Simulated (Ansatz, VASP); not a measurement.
## One calculation of SnTe, two programs

The input INCAR:

```
ALGO = Normal ; EDIFF = 1E-7
ENCUT = 520 ; GGA = PE
ISIF = 2 ; ISMEAR = 0
LASPH = T ; LCHARG = T
LELF = T ; LREAL = F
LVHAR = T ; LWAVE = F
NBANDS = 17 ; NELM = 60
PREC = Accurate ; SIGMA = 0.03
```

Contents of KPOINTS:

```
k-points
0
Gamma
  10 10 10
```

File POSCAR:

```
SnTe
1.0
    0.0000000000      2.9039800000      2.9039800000
    2.9039800000      0.0000000000      2.9039800000
    2.9039800000      2.9039800000      0.0000000000
Sn Te
1 1
Direct
    0.0000000000      0.0000000000      0.0000000000
    0.5000000000      0.5000000000      0.5000000000
```

Input for Ansatz:

```yaml
crystal:
  lattice:
    - [0.0, 2.90398, 2.90398]
    - [2.90398, 0.0, 2.90398]
    - [2.90398, 2.90398, 0.0]
  atoms:
    - { symbol: Sn, position: [0.0, 0.0, 0.0] }
    - { symbol: Te, position: [0.5, 0.5, 0.5] }
basis:
  ecutwfc: 420
kpoints:
  mp_grid: { grid: [10, 10, 10] }
hamiltonian:
  xc: pbe
scf:
  occupations: { method: gaussian, width: 0.03 }
output:
  forces: true
  stress: true
  eigenvalues: true
```

Change from the starting cell: strain -0.080 along x and y, -0.080 along z, atoms carried along.

Alike in both runs: task single point; functional PBE; k mesh 10 × 10 × 10; occupations gaussian, width 0.03 eV; no spin polarisation.

|  | VASP | Ansatz |
| --- | --- | --- |
| version | VASP 6.6.1 | Ansatz 0.2.0 |
| potentials or method | VASP PAW PBE potentials, release 64 (Sn_d, Te), cutoff 520 eV | scalar-relativistic, plane waves, PAW |
| valence electrons in the cell | 20 | 30 |

```tsv
	VASP	Ansatz	Ansatz less VASP
gap on the k mesh at the Fermi level (eV)	none	none	-
pressure (GPa)	22.9	22.9	-0.02
```

A gap of «none» marks a metal or a gap that the smearing closes. VASP's potentials hold 20 valence electrons a cell and Ansatz's 30, so a difference there can come from the potentials and not from the codes.

Spin-orbit coupling is off throughout.
